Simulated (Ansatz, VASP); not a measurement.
# H in VASP and in Ansatz

Contents of INCAR:

```
SYSTEM = H
  PREC = Accurate
  ENCUT = 520
  EDIFF = 1E-6
  ISMEAR = 0
  SIGMA = 0.05
  LREAL = .False.
  LASPH = .True.
  NELM = 100
  ALGO = Normal
  ISIF = 2
  LWAVE = .False.
  LCHARG = .False.
  GGA = PE
  IVDW = 12
  NBANDS = 6
```

Contents of KPOINTS:

```
regular mesh
0
Gamma
  10 10 26
  0 0 0
```

POSCAR

```
H
1.0
    2.7158797074      0.0000000000      0.0000000000
    0.0000000000      2.7158797074      0.0000000000
    0.0000000000      0.0000000000      0.9559805970
H
1
Direct
    0.0000000000      0.0000000000      0.5000000000
```

Input for Ansatz:

```yaml
crystal:
  lattice:
    - [2.7158797074, 0.0, 0.0]
    - [0.0, 2.7158797074, 0.0]
    - [0.0, 0.0, 0.955980597]
  atoms:
    - { symbol: H, position: [0.0, 0.0, 0.5] }
basis:
  ecutwfc: 420
kpoints:
  mp_grid: { grid: [10, 10, 26] }
hamiltonian:
  xc: pbe
  dispersion: d3bj
scf:
  occupations: { method: gaussian, width: 0.05 }
output:
  forces: true
  stress: true
  eigenvalues: true
```

Change from the starting cell: strain +0.025 along x and y, -0.025 along z, atoms carried along.

Alike in both runs: task single point; functional PBE; dispersion D3(BJ); k mesh 10 × 10 × 26; occupations gaussian, width 0.05 eV; no spin polarisation.

|  | VASP | Ansatz |
| --- | --- | --- |
| version | VASP 6.6.1 | Ansatz 0.2.0 |
| potentials or method | VASP PAW PBE potentials, release 64 (H), cutoff 520 eV | scalar-relativistic, plane waves, PAW |
| valence electrons in the cell | 1 | 1 |

```tsv
	VASP	Ansatz	Ansatz less VASP
pressure (GPa)	4.4	4.7	+0.28
traceless stress, the component that is largest in VASP (GPa)	8.95	8.93	-0.018
```
